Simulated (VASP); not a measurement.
A run of VASP 6.6.1 is set up as follows.

Contents of INCAR:

```
  ALGO = Normal
  EDIFF = 1E-6
  ENCUT = 520
  GGA = PE
  ISIF = 2
  ISMEAR = -1
  ISPIN = 2
  LASPH = T
  LCHARG = F
  LMAXMIX = 4
  LORBIT = 11
  LREAL = F
  LWAVE = F
  MAGMOM = 2
  NBANDS = 16
  NELM = 150
  PREC = Accurate
  SIGMA = 0.05
```

The input KPOINTS:

```
k-points
0
Gamma
  11 11 11
```

POSCAR

```
V
1.0
   -1.5200000000      1.5200000000      1.5200000000
    1.5200000000     -1.5200000000      1.5200000000
    1.5200000000      1.5200000000     -1.5200000000
V
1
Direct
    0.0000000000      0.0000000000      0.0000000000
```

Potentials or basis: VASP PAW PBE potentials, release 64 (V_sv).

The run is started by

```sh
$ cat potpaw_PBE.64/V_sv/POTCAR > POTCAR
$ mpirun -np 1 vasp_std > vasp.out
```

(1) What does it give for the pressure?

(2) What does it give for the net moment?

Answers

(1) -6.8 GPa.

(2) 0.00 μB per cell.
